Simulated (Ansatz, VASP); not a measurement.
**Two plane-wave programs on OsSe**

File POSCAR:

```
OsSe
1.0
    0.0000000000      2.7347795838      2.7347795838
    2.7347795838      0.0000000000      2.7347795838
    2.7347795838      2.7347795838      0.0000000000
Os Se
1 1
Direct
    0.0000000000      0.0000000000      0.0000000000
    0.2500000000      0.2500000000      0.2500000000
```

The input INCAR.step1:

```
PREC = Accurate
ENCUT = 520
ISMEAR = 1
SIGMA = 0.15
LREAL = False
LASPH = True
NELM = 150
ISPIN = 2
MAGMOM = 1 0
LMAXMIX = 4
NBANDS = 18
GGA = PE
ALGO = Normal
EDIFF = 1E-4
LWAVE = True
LCHARG = False
```

Contents of INCAR.step2:

```
PREC = Accurate
ENCUT = 520
EDIFF = 1E-6
ISMEAR = 1
SIGMA = 0.15
LREAL = False
LASPH = True
NELM = 150
ALGO = Normal
ISIF = 2
LWAVE = False
LCHARG = False
ISPIN = 2
MAGMOM = 1 0
LORBIT = 11
LMAXMIX = 4
METAGGA = R2SCAN
LMIXTAU = True
NBANDS = 18
ISTART = 1
```

File KPOINTS:

```
Automatic mesh
0
Gamma
  10 10 10
```

Input for Ansatz:

```yaml
crystal:
  lattice:
    - [0.0, 2.7347795838, 2.7347795838]
    - [2.7347795838, 0.0, 2.7347795838]
    - [2.7347795838, 2.7347795838, 0.0]
  atoms:
    - { symbol: Os, position: [0.0, 0.0, 0.0], spin: 1.0 }
    - { symbol: Se, position: [0.25, 0.25, 0.25] }
basis:
  ecutwfc: 500
  ecutrho_ratio: 4
kpoints:
  mp_grid: { grid: [10, 10, 10] }
hamiltonian:
  xc: r2scan
scf:
  occupations: { method: cold, width: 0.15 }
output:
  forces: true
  stress: true
magnetization:
  spin_polarized: true
```

Alike in both runs: task single point; functional r2SCAN; k mesh 10 × 10 × 10; collinear spin.

|  | VASP | Ansatz |
| --- | --- | --- |
| version | VASP 6.6.1 | Ansatz 0.2.0 |
| potentials or method | VASP PAW PBE potentials, release 64 (Os, Se), cutoff 520 eV | scalar-relativistic, plane waves, PAW |
| occupations | methfessel-paxton of order 1, width 0.15 eV | cold, width 0.15 eV |
| valence electrons in the cell | 14 | 32 |

|  | VASP | Ansatz | Ansatz less VASP |
| --- | --- | --- | --- |
| pressure (GPa) | 0.6 | -0.1 | -0.71 |
| net moment per atom (μB) | 0.00 | 0.00 | -0.001 |

VASP's potentials were made for PBE, not for r2SCAN. VASP's potentials hold 14 valence electrons a cell and Ansatz's 32, so a difference there can come from the potentials and not from the codes. Ansatz's warnings: seeded moment not kept, stability check not made.

Spin-orbit coupling is off throughout.
